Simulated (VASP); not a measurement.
# AlN in VASP: single point with PBE

Aim: the single point of AlN with PBE.

Everything below comes from runs of VASP 6.6.1. Logs are shortened: lines on timing, memory, paths and dates and some standing lists are left out, and cuts for length are marked.

## Step 1: The cell of the first run

The cell holds a slab with vacuum, 8 atoms: a = 3.218 Å, b = 3.218 Å, c = 33.437 Å, α = 90.00°, β = 90.00°, γ = 120.00°.

## Step 2: Single point, PBE

File INCAR:

```
PREC = Accurate
ENCUT = 520
EDIFF = 1E-6
ISMEAR = 0
SIGMA = 0.05
LREAL = False
LASPH = True
NELM = 80
ALGO = Normal
ISIF = 2
LWAVE = False
LCHARG = False
LDIPOL = True
IDIPOL = 3
DIPOL = 0.5 0.5 0.656
GGA = PE
NBANDS = 26
```

File KPOINTS:

```
regular mesh
0
Gamma
  9 9 1
```

File POSCAR:

```
AlN
1.0
    3.2184289305      0.0000000000      0.0000000000
   -1.6092144652      2.7872412141      0.0000000000
    0.0000000000      0.0000000000     33.4369510279
N Al
4 4
Direct
    0.6666666667      0.3333333333      0.5392442644
    0.3333333333      0.6666666667      0.6119780906
    0.6666666667      0.3333333333      0.6847531441
    0.3333333333      0.6666666667      0.7581614455
    0.3333333333      0.6666666667      0.5534817946
    0.6666666667      0.3333333333      0.6262515536
    0.3333333333      0.6666666667      0.6990480643
    0.6666666667      0.3333333333      0.7727393728
```

Potentials or basis: VASP PAW PBE potentials, release 64 (N, Al).

Launch:

```console
$ cat potpaw_PBE.64/N/POTCAR potpaw_PBE.64/Al/POTCAR > POTCAR
$ mpirun -np 1 vasp_std > vasp.out
```

OUTCAR:

```text
PREC = Accurate
   ENCUT = 520
   EDIFF = 1E-6
   ISMEAR = 0
   LREAL = False
   LASPH = True
   NELM = 80
   ISIF = 2
   GGA = PE

 ion  position               nearest neighbor table
   1  0.667  0.333  0.539-   5 1.92   5 1.92   5 1.92
   2  0.333  0.667  0.612-   6 1.92   6 1.92   6 1.92   5 1.96
   3  0.667  0.333  0.685-   7 1.92   7 1.92   7 1.92   6 1.96
   4  0.333  0.667  0.758-   8 1.92   8 1.92   8 1.92   7 1.98
   5  0.333  0.667  0.553-   1 1.92   1 1.92   1 1.92   2 1.96   6 3.06   6 3.06   6 3.06
   6  0.667  0.333  0.626-   2 1.92   2 1.92   2 1.92   3 1.96   5 3.06   5 3.06   5 3.06   7 3.06
                             7 3.06   7 3.06
   7  0.333  0.667  0.699-   3 1.92   3 1.92   3 1.92   4 1.98   6 3.06   6 3.06   6 3.06   8 3.09
                             8 3.09   8 3.09
   8  0.667  0.333  0.773-   4 1.92   4 1.92   4 1.92   7 3.09   7 3.09   7 3.09

  LATTYP: Found a hexagonal cell.
 ALAT       =     3.2184289305
 C/A-ratio  =    10.3892152817

  Lattice vectors:

 A1 = (   3.2184289305,   0.0000000000,   0.0000000000)
 A2 = (  -1.6092144652,   2.7872412141,   0.0000000000)
 A3 = (   0.0000000000,   0.0000000000,  33.4369510279)

Analysis of symmetry for initial positions (statically):
=====================================================================
 Subroutine PRICEL returns:
 Original cell was already a primitive cell.

 Routine SETGRP: Setting up the symmetry group for a
 hexagonal supercell.

 Subroutine GETGRP returns: Found  6 space group operations
 (whereof  6 operations were pure point group operations)
 out of a pool of 24 trial point group operations.

The static configuration has the point symmetry C_3v.

Analysis of symmetry for dynamics (positions and initial velocities):
=====================================================================
 Subroutine PRICEL returns:
 Original cell was already a primitive cell.

 Routine SETGRP: Setting up the symmetry group for a
 hexagonal supercell.

 Subroutine GETGRP returns: Found  6 space group operations
 (whereof  6 operations were pure point group operations)
 out of a pool of 24 trial point group operations.

The dynamic configuration has the point symmetry C_3v.

 Subroutine INISYM returns: Found  6 space group operations
 (whereof  6 operations are pure point group operations),
 and found     1 'primitive' translations

----------------------------------------------------------------------------------------

                                     Primitive cell

  volume of cell :     299.9474

  direct lattice vectors                    reciprocal lattice vectors
     3.218428931  0.000000000  0.000000000     0.310710605  0.179388851  0.000000000
    -1.609214465  2.787241214  0.000000000     0.000000000  0.358777703  0.000000000
     0.000000000  0.000000000 33.436951028     0.000000000  0.000000000  0.029907033

  length of vectors
     3.218428931  3.218428930 33.436951028     0.358777703  0.358777703  0.029907033

  position of ions in fractional coordinates (direct lattice)
     0.666666667  0.333333333  0.539244264
     0.333333333  0.666666667  0.611978091
     0.666666667  0.333333333  0.684753144
     0.333333333  0.666666667  0.758161446
     0.333333333  0.666666667  0.553481795
     0.666666667  0.333333333  0.626251554
     0.333333333  0.666666667  0.699048064
     0.666666667  0.333333333  0.772739373

  ion indices of the primitive-cell ions
   primitive index   ion index
                 1           1
                 2           2
                 3           3
                 4           4
                 5           5
                 6           6
                 7           7
                 8           8

----------------------------------------------------------------------------------------

 KPOINTS: regular mesh

Automatic generation of k-mesh.
 Grid dimensions read from file:
 generate k-points for:    9    9    1

 Generating k-lattice:

  Cartesian coordinates                     Fractional coordinates (reciprocal lattice)
     0.034523401  0.019932095  0.000000000     0.111111111 -0.000000000  0.000000000
     0.000000000  0.039864189  0.000000000     0.000000000  0.111111111  0.000000000
     0.000000000  0.000000000  0.029907033     0.000000000  0.000000000  1.000000000

  Length of vectors
     0.039864189  0.039864189  0.029907033

  Shift w.r.t. Gamma in fractional coordinates (k-lattice)
     0.000000000  0.000000000  0.000000000

 Subroutine IBZKPT returns following result:
 ===========================================

 Found     12 irreducible k-points:

 Following reciprocal coordinates:
            Coordinates               Weight
  0.000000  0.000000  0.000000      1.000000
  0.111111  0.000000  0.000000      6.000000
  0.222222  0.000000  0.000000      6.000000
  0.333333  0.000000  0.000000      6.000000
  0.444444  0.000000  0.000000      6.000000
  0.111111  0.111111  0.000000      6.000000
  0.222222  0.111111  0.000000     12.000000
  0.333333  0.111111  0.000000     12.000000
  0.444444  0.111111  0.000000      6.000000
  0.222222  0.222222  0.000000      6.000000
  0.333333  0.222222  0.000000     12.000000
  0.333333  0.333333  0.000000      2.000000
   k-points           NKPTS =     12   k-points in BZ     NKDIM =     12   number of bands    NBANDS=     26
   number of dos      NEDOS =    301   number of ions     NIONS =      8
   total plane-waves  NPLWV = 144000
   dimension x,y,z NGX =    24 NGY =   24 NGZ =  250
   dimension x,y,z NGXF=    48 NGYF=   48 NGZF=  500
   ions per type =               4   4
   NGX,Y,Z   is equivalent  to a cutoff of  12.40, 12.40, 12.43 a.u.
   NGXF,Y,Z  is equivalent  to a cutoff of  24.79, 24.79, 24.86 a.u.
 SYSTEM =  unknown system
   PREC   = accura    normal or accurate (medium, high low for compatibility)
   ISTART =      0    job   : 0-new  1-cont  2-samecut
   ICHARG =      2    charge: 1-file 2-atom 10-const
   ISPIN  =      1    spin polarized calculation?
   LNONCOLLINEAR =      F non collinear calculations
   LSORBIT =      F    spin-orbit coupling
   LASPH  =      T    aspherical Exc in radial PAW
   ENCUT  =  520.0 eV  38.22 Ry    6.18 a.u.   5.98  5.98 62.17*2*pi/ulx,y,z
   NELM   =     80;   NELMIN=  2; NELMDL= -5     # of ELM steps
   EDIFF  = 0.1E-05   stopping-criterion for ELM
   LREAL  =      F    real-space projection
   EDIFFG = 0.1E-04   stopping-criterion for IOM
   NSW    =      0    number of steps for IOM
   IBRION =     -1    ionic relax: 0-MD 1-quasi-New 2-CG
   NFREE  =      0    steps in history (QN), initial steepest desc. (CG)
   ISIF   =      2    stress and relaxation
   ISYM   =      2    0-nonsym 1-usesym 2-fastsym
   POTIM  = 0.5000    time-step for ionic-motion
   TEBEG  =    0.0;   TEEND  =   0.0 temperature during run
   PSTRESS=    0.0 pullay stress
   NELECT =      32.0000    total number of electrons
   NUPDOWN=      -1.0000    fix difference up-down
   EMIN   =  10.00;   EMAX   =-10.00  energy-range for DOS
   EFERMI =   0.00;   METHOD = LEGACY
   ISMEAR =     0;   SIGMA  =   0.05  broadening in eV -4-tet -1-fermi 0-gaus
   EFERMI_NEDOS =   21; number of points for ismear=-14 and -15
   IALGO  =     38    algorithm
   IMIX   =      4    mixing-type and parameters
     AMIX     =   0.40;   BMIX     =  1.00
     AMIX_MAG =   1.60;   BMIX_MAG =  1.00
  volume/ion in A,a.u.               =      37.49       253.02
  Fermi-wavevector in a.u.,A,eV,Ry     =   0.776443  1.467265  8.202466  0.602864
  Thomas-Fermi vector in A             =   1.878922
   LORBIT       =      0    0 simple, 1 ext, 2 COOP (PROOUT), +10 PAW based schemes
   GGA     = PE    functional components
   LHFCALC =     F    Hartree Fock is set to
   AEXX    =    0.0000 exact exchange contribution
   IVDW    =     0    specifies the selected vdW correction
   LEPSILON=     F    determine dielectric tensor
   LRPA    =     F    only Hartree local field effects (RPA)
 non-spin polarized calculation
 Gauss-broadening in eV      SIGMA  =   0.05
  energy-cutoff  :      520.00
  volume of cell :      299.95
 maximum number of plane-waves:      8160
 NGX is ok and might be reduce to    24
   NGX = 11   NGY = 11   NGZ =125

 dipolmoment           0.000000      0.000000      0.088861 electrons x Angstroem

 number of electron      32.0000008 magnetization

 dipolmoment           0.000000      0.000000     -0.158283 electrons x Angstroem

 Free energy of the ion-electron system (eV)
  ---------------------------------------------------
  ext. energy  EPLUGINS =         0.00000000
  ---------------------------------------------------
  free energy    TOTEN  =       -55.90910559 eV

  energy without entropy =      -55.90336635  energy(sigma->0) =      -55.90623597

 E-fermi :  -1.6852     XC(G=0):  -3.7320

 val. band max:       -1.7320673004   @ k =   0.4444   0.1111   0.0000
 cond. band min:      -1.6722980616   @ k =   0.2222   0.2222   0.0000
 fundamental gap:      0.0597692388
 Fermi energy:        -1.6852150866

 k-point     1 :       0.0000    0.0000    0.0000
  band No.  band energies     occupation
      1     -18.9397      2.00000
      2     -17.7684      2.00000
      3     -16.6004      2.00000
      4     -14.6052      2.00000
      5      -9.0927      2.00000
      6      -7.1180      2.00000
[... 18 lines left out ...]
     25       5.0706      0.00000
     26       5.2780      0.00000

 k-point     2 :       0.1111    0.0000    0.0000
  band No.  band energies     occupation
      1     -18.8114      2.00000
      2     -17.6521      2.00000
      3     -16.4941      2.00000
      4     -14.5057      2.00000
      5      -8.9502      2.00000
      6      -7.1895      2.00000
[... 18 lines left out ...]
     25       4.9490      0.00000
[... 260 lines left out ...]
     25       5.8594      0.00000
     26       6.5036      0.00000

 k-point    12 :       0.3333    0.3333    0.0000
  band No.  band energies     occupation
      1     -17.3349      2.00000
      2     -16.4405      2.00000
      3     -15.4036      2.00000
      4     -13.5106      2.00000
      5      -9.0202      2.00000
      6      -8.7260      2.00000
[... 18 lines left out ...]
     25       6.5242      0.00000
     26       6.8026      0.00000

------------------------ aborting loop because EDIFF is reached ----------------------------------------

 vacuum level on the upper side and lower side of the slab       (xc-potential included)        -1.860         1.353

  FORCE on cell =-STRESS in cart. coord.  units (eV):
  Direction    XX          YY          ZZ          XY          YZ          ZX
  --------------------------------------------------------------------------------------
  -------------------------------------------------------------------------------------
  Total       -6.1628980     -6.1628980     -0.9404010     -0.0000000      0.0000000      0.0000000
  in kB      -32.9192864    -32.9192864     -5.0231774     -0.0000000      0.0000000      0.0000000
  external PRESSURE =     -23.6205834 kB  Pullay stress =       0.0000000 kB

 VOLUME and BASIS-vectors are now :
 -----------------------------------------------------------------------------
  energy-cutoff  :      520.00
  volume of cell :      299.95
      direct lattice vectors                 reciprocal lattice vectors
     3.218428931  0.000000000  0.000000000     0.310710605  0.179388851  0.000000000
    -1.609214465  2.787241214  0.000000000     0.000000000  0.358777703  0.000000000
     0.000000000  0.000000000 33.436951028     0.000000000  0.000000000  0.029907033

 POSITION                                       TOTAL-FORCE (eV/Angst)
 -----------------------------------------------------------------------------------
      1.60921      0.92908     18.03068        -0.000000      0.000000      1.732725
     -0.00000      1.85816     20.46268        -0.000000     -0.000000      0.936017
      1.60921      0.92908     22.89606        -0.000000     -0.000000      0.793026
     -0.00000      1.85816     25.35061        -0.000000      0.000000      0.721892
     -0.00000      1.85816     18.50674        -0.000000     -0.000000     -1.903817
      1.60921      0.92908     20.93994         0.000000     -0.000000     -0.919443
     -0.00000      1.85816     23.37404         0.000000      0.000000     -0.765012
      1.60921      0.92908     25.83805         0.000000     -0.000000     -0.595388
 -----------------------------------------------------------------------------------
    total drift:                               -0.000000     -0.000000     -0.003982

  FREE ENERGIE OF THE ION-ELECTRON SYSTEM (eV)
  ---------------------------------------------------
  free  energy   TOTEN  =       -55.9091055851 eV

  energy  without entropy=      -55.9033663458  energy(sigma->0) =      -55.90623597

 vacuum level on the upper side and lower side of the slab         2.009         5.196
```

Run time: 4.3 min. Hardware: 1 thread of AMD EPYC 9R45 (Zen 5), shared host; peak memory 0.36 GiB.

What came out:

| Item | Value |
| --- | --- |
| Free energy | -55.9091 eV |
| Largest force | 1.904 eV/Å |
| Band gap on the k mesh | zero (bands 16 and 17 overlap by 0.30 eV) |

Forces in eV/Å, atoms in the order of the input:
```
N    0.000  0.000  1.733
N    0.000  0.000  0.936
N    0.000  0.000  0.793
N    0.000  0.000  0.722
Al   0.000  0.000 -1.904
Al   0.000  0.000 -0.919
Al   0.000  0.000 -0.765
Al   0.000  0.000 -0.595
```

Levels at points of the mesh, in eV from the Fermi level:
```csv
k point,band 13,band 14,band 15,band 16,band 17,band 18,band 19,band 20
"(0.00, 0.00, 0.00)",-1.88,-1.00,-0.32,-0.13,-0.13,2.42,3.30,3.82
```

The gap in the log of VASP goes by the Fermi energy; the results here count the filled bands.